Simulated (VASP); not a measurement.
Input of a VASP 6.6.1 run:

File INCAR:

```
PREC = Accurate
ENCUT = 520
EDIFF = 1E-6
ISMEAR = -1
SIGMA = 0.06122561905347299
LREAL = False
LASPH = True
NELM = 80
ALGO = Normal
ISIF = 2
LWAVE = False
LCHARG = True
GGA = PE
LELF = True
LVHAR = True
NBANDS = 10
```

Contents of KPOINTS:

```
regular mesh
0
Gamma
  55 55 55
```

Contents of POSCAR:

```
Fe
1.0
   -1.4068040794      1.4068040794      1.4068040794
    1.4068040794     -1.4068040794      1.4068040794
    1.4068040794      1.4068040794     -1.4068040794
Fe
1
Direct
    0.0000000000      0.0000000000      0.0000000000
```

Potentials or basis: VASP PAW PBE potentials, release 64 (Fe).

Command:

```console
$ cat potpaw_PBE.64/Fe/POTCAR > POTCAR
$ mpirun -np 1 vasp_std > vasp.out
```

Problem. What does it give for the band gap on the k mesh?

Solution. Zero (band 4 reaches 7.02 eV, above the bottom of band 5 at 5.04 eV).

Problem. Estimate the pressure.

Solution. -14.0 GPa.

Caveat: the run has no spin polarisation, though such a crystal can be magnetic. Spin polarisation is off, so any magnetic state and its effect on volume and gap are missing.
